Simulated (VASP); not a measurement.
# Be5ZnSe6 (P3m1) in VASP: a series of runs

Runs on Be5ZnSe6. Level: PBE. Tasks: single point.

All numbers are computed with VASP 6.6.1; they aren't measurements. Logs are shortened: lines on timing, memory, paths and dates and some standing lists are left out, and cuts for length are marked.

### Step 1. The cell of the first run

It takes space group P3m1 (No. 156, trigonal). Conventional cell: a = 3.724 Å, b = 3.724 Å, c = 18.331 Å, α = 90.00°, β = 90.00°, γ = 120.00°. Within 3.0 Å of Be (site symmetry 3m) lie 4 Se at 2.24 to 2.27 Å. Within 2.9 Å of Be (site symmetry 3m) lie 4 Se at 2.23 to 2.27 Å. Be (site symmetry 3m) has 4 Se at 2.24 to 2.27 Å within 3.0 Å. Be (site symmetry 3m) has 4 Se at 2.24 to 2.27 Å within 3.0 Å. Within 3.0 Å of Be (site symmetry 3m) lie 4 Se at 2.24 to 2.27 Å. Within 3.2 Å of Zn (site symmetry 3m) lie 4 Se at 2.39 to 2.45 Å. Within 3.0 Å of Se (site symmetry 3m) lie 4 Be at 2.24 to 2.27 Å. Se (site symmetry 3m) has 1 Be at 2.23 Å and 3 Zn at 2.39 Å within 2.9 Å.

### Step 2. Single point, PBE

INCAR reads:

```
SYSTEM = Be5ZnSe6
  PREC = Accurate
  ENCUT = 520
  EDIFF = 1E-7
  ISMEAR = 0
  SIGMA = 0.1
  LREAL = .FALSE.
  LASPH = .TRUE.
  NELM = 60
  ALGO = Normal
  ISIF = 2
  LWAVE = .FALSE.
  LCHARG = .FALSE.
  GGA = PE
  NBANDS = 41
```

KPOINTS reads:

```
regular mesh
0
G
  6 6 1
  0 0 0
```

POSCAR reads:

```
Be5ZnSe6
1.0
    3.7236691000      0.0000000000      0.0000000000
   -1.8618346000      3.2247921000      0.0000000000
    0.0000000000      0.0000000000     18.3308759000
Be Zn Se
5 1 6
Direct
    0.3333333000      0.6666667000      0.0044610000
    0.6666667000      0.3333333000      0.8426150000
    0.3333333000      0.6666667000      0.4907930000
    0.6666667000      0.3333333000      0.3285970000
    0.0000000000      0.0000000000      0.1665350000
    0.0000000000      0.0000000000      0.6642040000
    0.3333333000      0.6666667000      0.8822180000
    0.6666667000      0.3333333000      0.7210320000
    0.0000000000      0.0000000000      0.5302940000
    0.3333333000      0.6666667000      0.3684960000
    0.6666667000      0.3333333000      0.2064110000
    0.0000000000      0.0000000000      0.0443440000
```

Potentials or basis: VASP PAW PBE potentials, release 64 (Be, Zn, Se).

On the command line:

```
$ cat potpaw_PBE.64/Be/POTCAR potpaw_PBE.64/Zn/POTCAR potpaw_PBE.64/Se/POTCAR > POTCAR
$ mpirun -np 1 vasp_std > vasp.out
```

OUTCAR:

```text
SYSTEM = Be5ZnSe6
   PREC = Accurate
   ENCUT = 520
   EDIFF = 1E-7
   ISMEAR = 0
   LREAL = .FALSE.
   LASPH = .TRUE.
   NELM = 60
   ISIF = 2
   GGA = PE

 ion  position               nearest neighbor table
   1  0.333  0.667  0.004-   7 2.24  12 2.27  12 2.27  12 2.27
   2  0.667  0.333  0.843-   8 2.23   7 2.27   7 2.27   7 2.27
   3  0.333  0.667  0.491-  10 2.24   9 2.27   9 2.27   9 2.27
   4  0.667  0.333  0.329-  11 2.24  10 2.27  10 2.27  10 2.27
   5  0.000  0.000  0.167-  12 2.24  11 2.27  11 2.27  11 2.27
   6  0.000  0.000  0.664-   8 2.39   8 2.39   8 2.39   9 2.45
   7  0.333  0.667  0.882-   1 2.24   2 2.27   2 2.27   2 2.27
   8  0.667  0.333  0.721-   2 2.23   6 2.39   6 2.39   6 2.39
   9  0.000  0.000  0.530-   3 2.27   3 2.27   3 2.27   6 2.45
  10  0.333  0.667  0.368-   3 2.24   4 2.27   4 2.27   4 2.27
  11  0.667  0.333  0.206-   4 2.24   5 2.27   5 2.27   5 2.27
  12  0.000  0.000  0.044-   5 2.24   1 2.27   1 2.27   1 2.27

  LATTYP: Found a hexagonal cell.
 ALAT       =     3.7236691000
 C/A-ratio  =     4.9227993701

  Lattice vectors:

 A1 = (   3.7236691000,   0.0000000000,   0.0000000000)
 A2 = (  -1.8618346000,   3.2247921000,   0.0000000000)
 A3 = (   0.0000000000,   0.0000000000,  18.3308759000)

Analysis of symmetry for initial positions (statically):
=====================================================================
 Subroutine PRICEL returns:
 Original cell was already a primitive cell.

 Routine SETGRP: Setting up the symmetry group for a
 hexagonal supercell.

 Subroutine GETGRP returns: Found  6 space group operations
 (whereof  6 operations were pure point group operations)
 out of a pool of 24 trial point group operations.

The static configuration has the point symmetry C_3v.

Analysis of symmetry for dynamics (positions and initial velocities):
=====================================================================
 Subroutine PRICEL returns:
 Original cell was already a primitive cell.

 Routine SETGRP: Setting up the symmetry group for a
 hexagonal supercell.

 Subroutine GETGRP returns: Found  6 space group operations
 (whereof  6 operations were pure point group operations)
 out of a pool of 24 trial point group operations.

The dynamic configuration has the point symmetry C_3v.

 Subroutine INISYM returns: Found  6 space group operations
 (whereof  6 operations are pure point group operations),
 and found     1 'primitive' translations

----------------------------------------------------------------------------------------

                                     Primitive cell

  volume of cell :     220.1182

  direct lattice vectors                    reciprocal lattice vectors
     3.723669100  0.000000000  0.000000000     0.268552327  0.155048759  0.000000000
    -1.861834600  3.224792100  0.000000000     0.000000000  0.310097510  0.000000000
     0.000000000  0.000000000 18.330875900     0.000000000  0.000000000  0.054552767

  length of vectors
     3.723669100  3.723669181 18.330875900     0.310097517  0.310097510  0.054552767

  position of ions in fractional coordinates (direct lattice)
     0.333333300  0.666666700  0.004461000
     0.666666700  0.333333300  0.842615000
     0.333333300  0.666666700  0.490793000
     0.666666700  0.333333300  0.328597000
     0.000000000  0.000000000  0.166535000
     0.000000000  0.000000000  0.664204000
     0.333333300  0.666666700  0.882218000
     0.666666700  0.333333300  0.721032000
     0.000000000  0.000000000  0.530294000
     0.333333300  0.666666700  0.368496000
     0.666666700  0.333333300  0.206411000
     0.000000000  0.000000000  0.044344000

  ion indices of the primitive-cell ions
   primitive index   ion index
                 1           1
                 2           2
                 3           3
                 4           4
                 5           5
                 6           6
                 7           7
                 8           8
                 9           9
                10          10
                11          11
                12          12

----------------------------------------------------------------------------------------

 KPOINTS: regular mesh

Automatic generation of k-mesh.
 Grid dimensions read from file:
 generate k-points for:    6    6    1

 Generating k-lattice:

  Cartesian coordinates                     Fractional coordinates (reciprocal lattice)
     0.044758721  0.025841460  0.000000000     0.166666667  0.000000000  0.000000000
     0.000000000  0.051682918  0.000000000     0.000000000  0.166666667  0.000000000
     0.000000000  0.000000000  0.054552767     0.000000000  0.000000000  1.000000000

  Length of vectors
     0.051682919  0.051682918  0.054552767

  Shift w.r.t. Gamma in fractional coordinates (k-lattice)
     0.000000000  0.000000000  0.000000000

 Subroutine IBZKPT returns following result:
 ===========================================

 Found      7 irreducible k-points:

 Following reciprocal coordinates:
            Coordinates               Weight
  0.000000  0.000000  0.000000      1.000000
  0.166667  0.000000  0.000000      6.000000
  0.333333  0.000000  0.000000      6.000000
  0.500000  0.000000  0.000000      3.000000
  0.166667  0.166667  0.000000      6.000000
  0.333333  0.166667  0.000000     12.000000
  0.333333  0.333333  0.000000      2.000000
   k-points           NKPTS =      7   k-points in BZ     NKDIM =      7   number of bands    NBANDS=     41
   number of dos      NEDOS =    301   number of ions     NIONS =     12
   total plane-waves  NPLWV = 109760
   dimension x,y,z NGX =    28 NGY =   28 NGZ =  140
   dimension x,y,z NGXF=    56 NGYF=   56 NGZF=  280
   ions per type =               5   1   6
   NGX,Y,Z   is equivalent  to a cutoff of  12.50, 12.50, 12.70 a.u.
   NGXF,Y,Z  is equivalent  to a cutoff of  25.00, 25.00, 25.39 a.u.
 SYSTEM =  Be5ZnSe6
   PREC   = accura    normal or accurate (medium, high low for compatibility)
   ISTART =      0    job   : 0-new  1-cont  2-samecut
   ICHARG =      2    charge: 1-file 2-atom 10-const
   ISPIN  =      1    spin polarized calculation?
   LNONCOLLINEAR =      F non collinear calculations
   LSORBIT =      F    spin-orbit coupling
   LASPH  =      T    aspherical Exc in radial PAW
   ENCUT  =  520.0 eV  38.22 Ry    6.18 a.u.   6.92  6.92 34.08*2*pi/ulx,y,z
   NELM   =     60;   NELMIN=  2; NELMDL= -5     # of ELM steps
   EDIFF  = 0.1E-06   stopping-criterion for ELM
   LREAL  =      F    real-space projection
   EDIFFG = 0.1E-05   stopping-criterion for IOM
   NSW    =      0    number of steps for IOM
   IBRION =     -1    ionic relax: 0-MD 1-quasi-New 2-CG
   NFREE  =      0    steps in history (QN), initial steepest desc. (CG)
   ISIF   =      2    stress and relaxation
   ISYM   =      2    0-nonsym 1-usesym 2-fastsym
   POTIM  = 0.5000    time-step for ionic-motion
   TEBEG  =    0.0;   TEEND  =   0.0 temperature during run
   PSTRESS=    0.0 pullay stress
   NELECT =      58.0000    total number of electrons
   NUPDOWN=      -1.0000    fix difference up-down
   EMIN   =  10.00;   EMAX   =-10.00  energy-range for DOS
   EFERMI =   0.00;   METHOD = LEGACY
   ISMEAR =     0;   SIGMA  =   0.10  broadening in eV -4-tet -1-fermi 0-gaus
   EFERMI_NEDOS =   21; number of points for ismear=-14 and -15
   IALGO  =     38    algorithm
   IMIX   =      4    mixing-type and parameters
     AMIX     =   0.40;   BMIX     =  1.00
     AMIX_MAG =   1.60;   BMIX_MAG =  1.00
  volume/ion in A,a.u.               =      18.34       123.79
  Fermi-wavevector in a.u.,A,eV,Ry     =   1.049540  1.983342 14.987271  1.101533
  Thomas-Fermi vector in A             =   2.184506
   LORBIT       =      0    0 simple, 1 ext, 2 COOP (PROOUT), +10 PAW based schemes
   GGA     = PE    functional components
   LHFCALC =     F    Hartree Fock is set to
   AEXX    =    0.0000 exact exchange contribution
   IVDW    =     0    specifies the selected vdW correction
   LEPSILON=     F    determine dielectric tensor
   LRPA    =     F    only Hartree local field effects (RPA)
 non-spin polarized calculation
 Gauss-broadening in eV      SIGMA  =   0.10
  energy-cutoff  :      520.00
  volume of cell :      220.12
 maximum number of plane-waves:      5948
 NGX is ok and might be reduce to    28
   NGX = 13   NGY = 13   NGZ = 69

 number of electron      57.9999996 magnetization

 Free energy of the ion-electron system (eV)
  ---------------------------------------------------
  ext. energy  EPLUGINS =         0.00000000
  ---------------------------------------------------
  free energy    TOTEN  =       -49.98927999 eV

  energy without entropy =      -49.98927999  energy(sigma->0) =      -49.98927999

 E-fermi :   3.8062     XC(G=0):  -9.3356

 val. band max:        3.3465626738   @ k =   0.0000   0.0000   0.0000
 cond. band min:       5.4591539474   @ k =   0.5000   0.0000   0.0000
 fundamental gap:      2.1125912736
 Fermi energy:         3.8061713406

 k-point     1 :       0.0000    0.0000    0.0000
  band No.  band energies     occupation
      1     -10.7580      2.00000
      2     -10.5403      2.00000
      3     -10.4483      2.00000
      4      -9.9649      2.00000
      5      -9.8548      2.00000
      6      -9.5240      2.00000
[... 33 lines left out ...]
     40       8.1770      0.00000
     41       8.4025      0.00000

 k-point     2 :       0.1667    0.0000    0.0000
  band No.  band energies     occupation
      1     -10.5421      2.00000
      2     -10.3374      2.00000
      3     -10.2471      2.00000
      4      -9.8020      2.00000
      5      -9.6977      2.00000
      6      -9.3988      2.00000
[... 209 lines left out ...]
     40       9.1352      0.00000
     41       9.2516      0.00000

 k-point     7 :       0.3333    0.3333    0.0000
  band No.  band energies     occupation
      1      -9.3303      2.00000
      2      -9.2852      2.00000
      3      -9.2588      2.00000
      4      -9.2314      2.00000
      5      -9.2040      2.00000
      6      -9.1728      2.00000
[... 33 lines left out ...]
     40      10.8408      0.00000
     41      10.9023      0.00000

------------------------ aborting loop because EDIFF is reached ----------------------------------------

  FORCE on cell =-STRESS in cart. coord.  units (eV):
  Direction    XX          YY          ZZ          XY          YZ          ZX
  --------------------------------------------------------------------------------------
  -------------------------------------------------------------------------------------
  Total        0.3552818      0.3552818      0.1521580     -0.0000000     -0.0000000      0.0000000
  in kB        2.5859942      2.5859943      1.1075143     -0.0000000     -0.0000000      0.0000000
  external PRESSURE =       2.0931676 kB  Pullay stress =       0.0000000 kB

 VOLUME and BASIS-vectors are now :
 -----------------------------------------------------------------------------
  energy-cutoff  :      520.00
  volume of cell :      220.12
      direct lattice vectors                 reciprocal lattice vectors
     3.723669100  0.000000000  0.000000000     0.268552327  0.155048759  0.000000000
    -1.861834600  3.224792100  0.000000000     0.000000000  0.310097510  0.000000000
     0.000000000  0.000000000 18.330875900     0.000000000  0.000000000  0.054552767

 POSITION                                       TOTAL-FORCE (eV/Angst)
 -----------------------------------------------------------------------------------
     -0.00000      2.14986      0.08177        -0.000000     -0.000000     -0.000477
      1.86183      1.07493     15.44587         0.000000      0.000000      0.000613
     -0.00000      2.14986      8.99667        -0.000000     -0.000000      0.003789
      1.86183      1.07493      6.02347        -0.000000     -0.000000     -0.000559
      0.00000      0.00000      3.05273         0.000000     -0.000000      0.000780
      0.00000      0.00000     12.17544         0.000000     -0.000000     -0.005401
     -0.00000      2.14986     16.17183         0.000000     -0.000000     -0.000666
      1.86183      1.07493     13.21715         0.000000      0.000000      0.022545
      0.00000      0.00000      9.72075         0.000000     -0.000000     -0.017407
     -0.00000      2.14986      6.75485         0.000000     -0.000000     -0.003201
      1.86183      1.07493      3.78369        -0.000000      0.000000      0.000282
      0.00000      0.00000      0.81286         0.000000     -0.000000     -0.000298
 -----------------------------------------------------------------------------------
    total drift:                                0.000017     -0.000011      0.000055

  FREE ENERGIE OF THE ION-ELECTRON SYSTEM (eV)
  ---------------------------------------------------
  free  energy   TOTEN  =       -49.9892799893 eV

  energy  without entropy=      -49.9892799893  energy(sigma->0) =      -49.98927999
```

Wall time 69 s (1 thread of Intel Xeon Platinum 8488C (Sapphire Rapids), shared host); peak memory 0.34 GiB.

What came out:

* Free energy: -49.9893 eV
* Pressure: 0.2 GPa
* Largest force: 0.023 eV/Å
* Band gap on the k mesh: 2.11 eV (least direct gap 2.81 eV)

Forces in eV/Å, atoms in the order of the input:
```
Be   0.000  0.000  0.000
Be   0.000  0.000  0.001
Be   0.000  0.000  0.004
Be   0.000  0.000 -0.001
Be   0.000  0.000  0.001
Zn   0.000  0.000 -0.005
Se   0.000  0.000 -0.001
Se   0.000  0.000  0.023
Se   0.000  0.000 -0.017
Se   0.000  0.000 -0.003
Se   0.000  0.000  0.000
Se   0.000  0.000  0.000
```

Levels at points of the mesh, in eV from the valence-band top:
```tsv
k point	band 27	band 28	band 29	band 30	band 31	band 32
(0.00, 0.00, 0.00)	-0.60	0.00	0.00	2.81	3.38	3.47
(0.50, 0.00, 0.00)	-1.85	-1.57	-1.16	2.11	2.83	2.99
```

Caveat: an odd mesh through Γ misses points on the zone boundary, where band edges can lie.

(Part 1 of 2 ends here.)
